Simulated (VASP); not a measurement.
Write the native input for VASP 6.6.1 that does the following.

```
Task                   : single point
Functional             : PBE
Potentials or basis    : VASP PAW PBE potentials, release 64 (Si)
Cutoff                 : 520 eV
k mesh                 : 16 × 16 × 14
Occupations            : methfessel-paxton, width 0.05 eV
Spin                   : no spin polarisation
Dipole correction      : no
Further INCAR settings : ALGO = Normal; EDIFF = 1e-06; NBANDS = 8
```

The structure of Si lies in POSCAR:

```
Si
1.0
    2.5270000000      0.0000000000      0.0000000000
   -1.2635000000      2.1884460000      0.0000000000
    0.0000000000      0.0000000000      2.3730000000
Si
1
Direct
    0.0000000000      0.0000000000      0.0000000000
```

This isn't the form of Si at room conditions, which is diamond.

One way to write it, as run:

INCAR

```
PREC = Accurate ; ENCUT = 520
EDIFF = 1E-6 ; ISMEAR = 1
SIGMA = 0.05 ; LREAL = False
LASPH = True ; NELM = 100
ALGO = Normal ; ISIF = 2
LWAVE = False ; LCHARG = False
GGA = PE ; NBANDS = 8
```

KPOINTS

```
regular mesh
0
Gamma
  16 16 14
```

Potentials or basis: VASP PAW PBE potentials, release 64 (Si).

The run is started by

```bash
$ cat potpaw_PBE.64/Si/POTCAR > POTCAR
$ mpirun -np 1 vasp_std > vasp.out
```

Results of the run:

The pressure is 20.6 GPa. The band gap on the k mesh is zero (bands 2 and 3 overlap by 12.13 eV).

Caveat: the cell stands under pressure.

Wall time 23 s on 1 thread of Intel Xeon 8259CL, on a shared host, peak memory 0.13 GiB.
